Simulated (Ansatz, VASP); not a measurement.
# Two plane-wave programs on GaP

INCAR

```
PREC = Accurate
ENCUT = 520
EDIFF = 1E-6
ISMEAR = 0
SIGMA = 0.05
LREAL = F
LASPH = T
NELM = 80
ALGO = Normal
ISIF = 2
LWAVE = F
LCHARG = F
GGA = PE
NBANDS = 16
```

KPOINTS

```
Automatic mesh
0
Gamma
  8 8 8
```

POSCAR

```
GaP
1.0
    0.0000000000      2.8206337500      2.7252500000
    2.7252500000      0.0000000000      2.7252500000
    2.7252500000      2.8206337500      0.0000000000
Ga P
1 1
Direct
    0.0000000000      0.0000000000      0.0000000000
    0.7500000000      0.7500000000      0.7500000000
```

Input for Ansatz:

```yaml
crystal:
  lattice:
    - [0.0, 2.82063375, 2.72525]
    - [2.72525, 0.0, 2.72525]
    - [2.72525, 2.82063375, 0.0]
  atoms:
    - { symbol: Ga, position: [0.0, 0.0, 0.0] }
    - { symbol: P, position: [0.75, 0.75, 0.75] }
basis:
  ecutwfc: 420
kpoints:
  mp_grid: { grid: [8, 8, 8] }
hamiltonian:
  xc: pbe
scf:
  occupations: { method: gaussian, width: 0.05 }
output:
  forces: true
  stress: true
  eigenvalues: true
```

Change from the starting cell: strain +0.0350 x Voigt [0, 1, 0, 0, 0, 0], atoms carried along.

Alike in both runs: task single point; functional PBE; k mesh 8 × 8 × 8; occupations gaussian, width 0.05 eV; no spin polarisation.

```csv
,VASP,Ansatz
version,VASP 6.6.1,Ansatz 0.2.0
potentials or method,"VASP PAW PBE potentials, release 64 (Ga_d, P), cutoff 520 eV","scalar-relativistic, plane waves, PAW"
valence electrons in the cell,18,18
```

|  | VASP | Ansatz | Ansatz less VASP |
| --- | --- | --- | --- |
| gap on the k mesh at the Fermi level (eV) | 1.47 | 1.47 | +0.003 |
| least direct gap on the mesh (eV) | 1.47 | 1.47 | +0.003 |
| pressure (GPa) | -0.4 | -0.3 | +0.06 |
| traceless stress, the component that is largest in VASP (GPa) | -1.78 | -1.77 | +0.003 |
